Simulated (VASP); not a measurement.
Here is a VASP 6.6.1 calculation.

Contents of POSCAR:

```
TiSi2
1.0
    1.7883327548     -6.8482296503      0.0000000000
    1.7883327548      6.8482296503      0.0000000000
    0.0000000000      0.0000000000      3.6120895340
Ti Si
2 4
Direct
    0.1031180800      0.8968819200      0.2500000000
    0.8968819200      0.1031180800      0.7500000000
    0.7503148200      0.2496851800      0.2500000000
    0.2496851800      0.7503148200      0.7500000000
    0.4417485500      0.5582514500      0.2500000000
    0.5582514500      0.4417485500      0.7500000000
```

The input INCAR.step1:

```
SYSTEM = TiSi2
  ALGO = Normal
  EDIFF = 1E-4
  ENCUT = 520
  GGA = PE
  ISMEAR = -1
  LASPH = .TRUE.
  LCHARG = .FALSE.
  LREAL = .FALSE.
  LWAVE = .TRUE.
  NBANDS = 29
  NELM = 60
  PREC = Accurate
  SIGMA = 0.05
```

File INCAR.step2:

```
SYSTEM = TiSi2
  ALGO = Normal
  EDIFF = 1E-6
  ENCUT = 520
  ISIF = 2
  ISMEAR = -1
  ISTART = 1
  LASPH = .TRUE.
  LCHARG = .TRUE.
  LELF = .TRUE.
  LMIXTAU = .TRUE.
  LREAL = .FALSE.
  LVHAR = .TRUE.
  LWAVE = .FALSE.
  METAGGA = R2SCAN
  NBANDS = 29
  NELM = 60
  PREC = Accurate
  SIGMA = 0.05
```

File KPOINTS:

```
k-points
0
G
  8 8 8
  0 0 0
```

Potentials or basis: VASP PAW PBE potentials, release 64 (Ti_sv, Si).

Run with:

```bash
$ cat potpaw_PBE.64/Ti_sv/POTCAR potpaw_PBE.64/Si/POTCAR > POTCAR
$ cp INCAR.step1 INCAR
$ mpirun -np 1 vasp_std > vasp.out
$ cp INCAR.step2 INCAR
$ mpirun -np 1 vasp_std > vasp.out
```

Predict the band gap on the k mesh.

zero (bands 20 and 21 overlap by 0.99 eV).

Estimate the pressure.

-5.2 GPa.

Predict the largest force.

0.127 eV/Å.

Stress tensor (GPa, compression positive):
```
-5.17  0.00  0.00
 0.00 -4.31  0.00
 0.00  0.00 -5.99
```

Caveat: the cell stands under tension; the PAW data sets were made with another functional, which shifts forces and pressure a little.
